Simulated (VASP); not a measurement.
Write the native input for VASP 6.6.1 that does the following.

```yaml
Task: single point
Functional: PBEsol
Potentials_or_basis: VASP PAW PBE potentials, release 64 (Ta_pv, N)
Cutoff: 520 eV
k_mesh: 11 × 11 × 6
Occupations: fermi-dirac, width 0.01 eV
Spin: no spin polarisation
Dipole_correction: no
Further_INCAR_settings: ALGO = Normal; EDIFF = 1e-06; NBANDS = 24
```

The structure of TaN lies in POSCAR:

```
TaN
1.0
    3.0681880104      0.0000000000      0.0000000000
   -1.5340940052      2.6571287606      0.0000000000
    0.0000000000      0.0000000000      4.9505704856
Ta N
2 2
Direct
    0.0000000000      0.0000000000      0.0000000000
    0.0000000000      0.0000000000      0.5000000000
    0.3333333333      0.6666666667      0.2500000000
    0.6666666667      0.3333333333      0.7500000000
```

This cell differs from its parent crystal: volume scaled by 1.02.

The input as run:

INCAR

```
SYSTEM = TaN
PREC = Accurate ; ENCUT = 520
EDIFF = 1E-6 ; ISMEAR = -1
SIGMA = 0.01 ; LREAL = .FALSE.
LASPH = .TRUE. ; NELM = 100
ALGO = Normal ; ISIF = 2
LWAVE = .FALSE. ; LCHARG = .TRUE.
GGA = PS ; LELF = .TRUE.
LVHAR = .TRUE. ; NBANDS = 24
```

KPOINTS

```
regular mesh
0
G
  11 11 6
  0 0 0
```

Potentials or basis: VASP PAW PBE potentials, release 64 (Ta_pv, N).

Launch:

```console
$ cat potpaw_PBE.64/Ta_pv/POTCAR potpaw_PBE.64/N/POTCAR > POTCAR
$ mpirun -np 1 vasp_std > vasp.out
```

It gave:

| Property | Result |
| --- | --- |
| Pressure | 39.9 GPa |
| Band gap on the k mesh | zero (band 16 reaches 10.21 eV, above the bottom of band 17 at 7.67 eV) |

Caveat: the PAW data sets were made with another functional, which shifts forces and pressure a little; spin-orbit coupling is left out, which moves the levels of the heavy elements.

It took 18 s on 1 thread of Intel(R) Xeon(R) 6975P-C (Granite Rapids) (shared host), peak memory 0.19 GiB.
